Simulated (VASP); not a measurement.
# Na (R-3m) in VASP: relaxation of cell and atoms with PBEsol

Aim: the relaxation of cell and atoms of Na with PBEsol.

Everything below comes from runs of VASP 6.6.1. Logs are shortened: lines on timing, memory, paths and dates and some standing lists are left out, and cuts for length are marked.

## (1) The cell of the first run

It takes space group R-3m (No. 166, trigonal). The conventional cell has a = 3.727 Å, b = 3.727 Å, c = 27.193 Å, α = 90.00°, β = 90.00°, γ = 120.00°. Na (site symmetry -3m) has 12 Na at 3.71 to 3.73 Å within 4.9 Å. Within 4.9 Å of Na (site symmetry 3m) lie 12 Na at 3.71 to 3.73 Å.

## (2) Relaxation of cell and atoms, PBEsol

INCAR

```
PREC = Accurate
ENCUT = 500
EDIFF = 1E-7
ISMEAR = 0
SIGMA = 0.1
LREAL = F
LASPH = T
NELM = 120
ALGO = Normal
ISIF = 3
LWAVE = F
LCHARG = F
GGA = PS
IBRION = 2
NSW = 65
EDIFFG = -0.01
GGA_COMPAT = F
NELMIN = 4
```

KPOINTS

```
regular mesh
0
Gamma
  12 12 2
```

POSCAR

```
Na
1.0
    3.7272025461      0.0000000000      0.0000000000
   -1.8636012731      3.2278520900      0.0000000000
    0.0000000000      0.0000000000     27.1934882385
Na
9
Direct
    0.0000000000      0.0000000000      0.0000000000
    0.3333333333      0.6666666667      0.1111111111
    0.0000000000      0.0000000000      0.2222222222
    0.3333333333      0.6666666667      0.3333333333
    0.6666666667      0.3333333333      0.4444444444
    0.3333333333      0.6666666667      0.5555555556
    0.6666666667      0.3333333333      0.6666666667
    0.0000000000      0.0000000000      0.7777777778
    0.6666666667      0.3333333333      0.8888888889
```

Potentials or basis: VASP PAW PBE potentials, release 64 (Na_pv).

Started as:

```console
cat potpaw_PBE.64/Na_pv/POTCAR > POTCAR
mpirun -np 1 vasp_std > vasp.out
```

OUTCAR:

```text
PREC = Accurate
   ENCUT = 500
   EDIFF = 1E-7
   ISMEAR = 0
   LREAL = F
   LASPH = T
   NELM = 120
   ISIF = 3
   GGA = PS
   IBRION = 2
   NSW = 65
   EDIFFG = -0.01
   NELMIN = 4

 ion  position               nearest neighbor table
   1  0.000  0.000  0.000-
   2  0.333  0.667  0.111-
   3  0.000  0.000  0.222-
   4  0.333  0.667  0.333-
   5  0.667  0.333  0.444-
   6  0.333  0.667  0.556-
   7  0.667  0.333  0.667-
   8  0.000  0.000  0.778-
   9  0.667  0.333  0.889-

  LATTYP: Found a hexagonal cell.
 ALAT       =     3.7272025461
 C/A-ratio  =     7.2959512938

  Lattice vectors:

 A1 = (   3.7272025461,   0.0000000000,   0.0000000000)
 A2 = (  -1.8636012731,   3.2278520900,   0.0000000000)
 A3 = (   0.0000000000,   0.0000000000,  27.1934882385)

Analysis of symmetry for initial positions (statically):
=====================================================================
 Subroutine PRICEL returns following result:

  LATTYP: Found a trigonal (rhomboedric) cell.
 ALAT       =     9.3164246771
 COS(alpha) =     0.9199728339

  Lattice vectors:

 A1 = (  -1.8636012729,   1.0759506966,  -9.0644960786)
 A2 = (   1.8636012727,   1.0759506969,  -9.0644960813)
 A3 = (   0.0000000002,  -2.1519013934,  -9.0644960786)

   3 primitive cells build up your supercell.

 Routine SETGRP: Setting up the symmetry group for a
 hexagonal supercell.

 Subroutine GETGRP returns: Found 12 space group operations
 (whereof 12 operations were pure point group operations)
 out of a pool of 24 trial point group operations.

The static configuration has the point symmetry D_3d.

Analysis of symmetry for dynamics (positions and initial velocities):
=====================================================================
 Subroutine PRICEL returns following result:

  LATTYP: Found a trigonal (rhomboedric) cell.
 ALAT       =     9.3164246771
 COS(alpha) =     0.9199728339
[... 115 lines left out ...]
   LASPH  =      T    aspherical Exc in radial PAW
   ENCUT  =  500.0 eV  36.75 Ry    6.06 a.u.   6.80  6.80 49.58*2*pi/ulx,y,z
   NELM   =    120;   NELMIN=  4; NELMDL= -5     # of ELM steps
   EDIFF  = 0.1E-06   stopping-criterion for ELM
   LREAL  =      F    real-space projection
   EDIFFG = -.1E-01   stopping-criterion for IOM
   NSW    =     65    number of steps for IOM
   IBRION =      2    ionic relax: 0-MD 1-quasi-New 2-CG
   NFREE  =      1    steps in history (QN), initial steepest desc. (CG)
   ISIF   =      3    stress and relaxation
   ISYM   =      2    0-nonsym 1-usesym 2-fastsym
   POTIM  = 0.5000    time-step for ionic-motion
   TEBEG  =    0.0;   TEEND  =   0.0 temperature during run
   PSTRESS=    0.0 pullay stress
   NELECT =      63.0000    total number of electrons
   NUPDOWN=      -1.0000    fix difference up-down
   EMIN   =  10.00;   EMAX   =-10.00  energy-range for DOS
   EFERMI =   0.00;   METHOD = LEGACY
   ISMEAR =     0;   SIGMA  =   0.10  broadening in eV -4-tet -1-fermi 0-gaus
   EFERMI_NEDOS =   21; number of points for ismear=-14 and -15
   IALGO  =     38    algorithm
   IMIX   =      4    mixing-type and parameters
     AMIX     =   0.40;   BMIX     =  1.00
     AMIX_MAG =   1.60;   BMIX_MAG =  1.00
  volume/ion in A,a.u.               =      36.35       245.31
  Fermi-wavevector in a.u.,A,eV,Ry     =   0.945369  1.786488 12.159823  0.893722
  Thomas-Fermi vector in A             =   2.073263
   LORBIT       =      0    0 simple, 1 ext, 2 COOP (PROOUT), +10 PAW based schemes
   GGA     = PS    functional components
   LHFCALC =     F    Hartree Fock is set to
   AEXX    =    0.0000 exact exchange contribution
   IVDW    =     0    specifies the selected vdW correction
   LEPSILON=     F    determine dielectric tensor
   LRPA    =     F    only Hartree local field effects (RPA)
 conjugate gradient relaxation of ions
 non-spin polarized calculation
 Gauss-broadening in eV      SIGMA  =   0.10
  energy-cutoff  :      500.00
  volume of cell :      327.16
 maximum number of plane-waves:      8346
 NGX is ok and might be reduce to    28
   NGX = 13   NGY = 13   NGZ = 99

 number of electron      63.0000001 magnetization

 Free energy of the ion-electron system (eV)
  ---------------------------------------------------
  ext. energy  EPLUGINS =         0.00000000
  ---------------------------------------------------
  free energy    TOTEN  =       -12.61612867 eV

  energy without entropy =      -12.59402324  energy(sigma->0) =      -12.60507596

 E-fermi :   0.3379     XC(G=0):  -6.5527

 val. band max:        0.3116759194   @ k =   0.3333   0.1667   0.5000
 cond. band min:       0.3530789992   @ k =   0.4167   0.0833   0.0000
 fundamental gap:      0.0414030798
 Fermi energy:         0.3379226802

 k-point     1 :       0.0000    0.0000    0.0000
  band No.  band energies     occupation
      1     -24.4417      2.00000
      2     -24.4417      2.00000
      3     -24.4333      2.00000
      4     -24.4333      2.00000
      5     -24.4202      2.00000
      6     -24.4202      2.00000
[... 949 lines left out ...]
     36       2.4143      0.00000
     37       2.7454      0.00000

 [... further k-points ...]

------------------------ aborting loop because EDIFF is reached ----------------------------------------

  FORCE on cell =-STRESS in cart. coord.  units (eV):
  Direction    XX          YY          ZZ          XY          YZ          ZX
  --------------------------------------------------------------------------------------
  -------------------------------------------------------------------------------------
  Total       -0.0099654     -0.0099654     -0.0672134      0.0000000      0.0000000      0.0000000
  in kB       -0.0488027     -0.0488027     -0.3291586      0.0000000      0.0000000      0.0000000
  external PRESSURE =      -0.1422547 kB  Pullay stress =       0.0000000 kB

 VOLUME and BASIS-vectors are now :
 -----------------------------------------------------------------------------
  energy-cutoff  :      500.00
  volume of cell :      327.16
      direct lattice vectors                 reciprocal lattice vectors
     3.727202546  0.000000000  0.000000000     0.268297735  0.154901769  0.000000000
    -1.863601273  3.227852090  0.000000000     0.000000000  0.309803539  0.000000000
     0.000000000  0.000000000 27.193488238     0.000000000  0.000000000  0.036773510

 POSITION                                       TOTAL-FORCE (eV/Angst)
 -----------------------------------------------------------------------------------
      0.00000      0.00000      0.00000        -0.000000     -0.000000      0.000000
     -0.00000      2.15190      3.02150        -0.000000     -0.000000      0.000072
      0.00000      0.00000      6.04300         0.000000     -0.000000     -0.000072
     -0.00000      2.15190      9.06450        -0.000000     -0.000000      0.000000
      1.86360      1.07595     12.08599        -0.000000      0.000000      0.000072
     -0.00000      2.15190     15.10749         0.000000     -0.000000     -0.000072
      1.86360      1.07595     18.12899        -0.000000     -0.000000      0.000000
      0.00000      0.00000     21.15049        -0.000000     -0.000000      0.000072
      1.86360      1.07595     24.17199         0.000000     -0.000000     -0.000072
 -----------------------------------------------------------------------------------
    total drift:                                0.000000      0.000000      0.000000

  FREE ENERGIE OF THE ION-ELECTRON SYSTEM (eV)
  ---------------------------------------------------
  free  energy   TOTEN  =       -12.6161286721 eV

  energy  without entropy=      -12.5940232408  energy(sigma->0) =      -12.60507596

 reached required accuracy - stopping structural energy minimisation
```

CONTCAR:

```text
Na
   1.00000000000000
     3.7272025461000000    0.0000000000000000    0.0000000000000000
    -1.8636012731000000    3.2278520899999998    0.0000000000000000
     0.0000000000000000    0.0000000000000000   27.1934882384999987
  Na
     9
Direct
     0.0000000000000000    0.0000000000000000    0.0000000000000000
     0.3333333332999970    0.6666666667000030    0.1111111111000014
     0.0000000000000000    0.0000000000000000    0.2222222222000028
     0.3333333332999970    0.6666666667000030    0.3333333332999970
     0.6666666667000030    0.3333333332999970    0.4444444443999984
     0.3333333332999970    0.6666666667000030    0.5555555556000016
     0.6666666667000030    0.3333333332999970    0.6666666667000030
     0.0000000000000000    0.0000000000000000    0.7777777777999972
     0.6666666667000030    0.3333333332999970    0.8888888888999986

  0.00000000E+00  0.00000000E+00  0.00000000E+00
  0.00000000E+00  0.00000000E+00  0.00000000E+00
  0.00000000E+00  0.00000000E+00  0.00000000E+00
  0.00000000E+00  0.00000000E+00  0.00000000E+00
  0.00000000E+00  0.00000000E+00  0.00000000E+00
  0.00000000E+00  0.00000000E+00  0.00000000E+00
  0.00000000E+00  0.00000000E+00  0.00000000E+00
  0.00000000E+00  0.00000000E+00  0.00000000E+00
  0.00000000E+00  0.00000000E+00  0.00000000E+00
```

It took 6.6 min on 1 thread of AMD EPYC 7R43 (Zen 3), shared host; peak memory 0.52 GiB.

What came out:

```
Free energy             : -12.6161 eV
Pressure after relaxing : 0.0 GPa
Band gap on the k mesh  : zero (an odd number of electrons rules out a gap without spin polarisation)
```

Final structure:
```cif
data_structure
_symmetry_space_group_name_H-M 'P 1'
_symmetry_Int_Tables_number 1
_cell_length_a 3.7272
_cell_length_b 3.7272
_cell_length_c 27.1935
_cell_angle_alpha 90.000
_cell_angle_beta 90.000
_cell_angle_gamma 120.000
_cell_volume 327.16
loop_
_atom_site_label
_atom_site_type_symbol
_atom_site_fract_x
_atom_site_fract_y
_atom_site_fract_z
_atom_site_occupancy
Na1 Na 0.00000 0.00000 0.00000 1
Na2 Na 0.33333 0.66667 0.11111 1
Na3 Na 0.00000 0.00000 0.22222 1
Na4 Na 0.33333 0.66667 0.33333 1
Na5 Na 0.66667 0.33333 0.44444 1
Na6 Na 0.33333 0.66667 0.55556 1
Na7 Na 0.66667 0.33333 0.66667 1
Na8 Na 0.00000 0.00000 0.77778 1
Na9 Na 0.66667 0.33333 0.88889 1
```

Caveat: the PAW data sets were made with another functional, which shifts forces and pressure a little.

The gap in the log of VASP goes by the Fermi energy; the results here count the filled bands.